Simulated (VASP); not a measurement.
RbBr:

```
Rb Br
1.0
     0.00000    3.46083    3.46083
     3.46083    0.00000    3.46083
     3.46083    3.46083    0.00000
Rb Br
1 1
Direct
  0.00000 0.00000 0.00000
  0.50000 0.50000 0.50000
```

Base run:

* Program: VASP 6.6.1
* Functional: HSE06
* Potentials or basis: VASP PAW PBE potentials, release 64 (Rb_sv, Br)
* Cutoff: 520 eV
* k mesh: 4 × 4 × 4
* Occupations: gaussian, width 0.01 eV
* Spin: no spin polarisation

Its results: band gap on the k mesh 5.44 eV, direct; pressure 0.3 GPa.

Problem. The run is repeated on the same cell with these changes: functional from HSE06 to LDA; potentials or basis from VASP PAW PBE potentials, release 64 (Rb_sv, Br) to VASP PAW LDA potentials, release 64 (Rb_sv, Br). What comes out?

Solution. Band gap on the k mesh 3.89 eV, direct; pressure -1.5 GPa.

Caveats: the PAW data sets were made with another functional, which shifts forces and pressure a little (some runs).

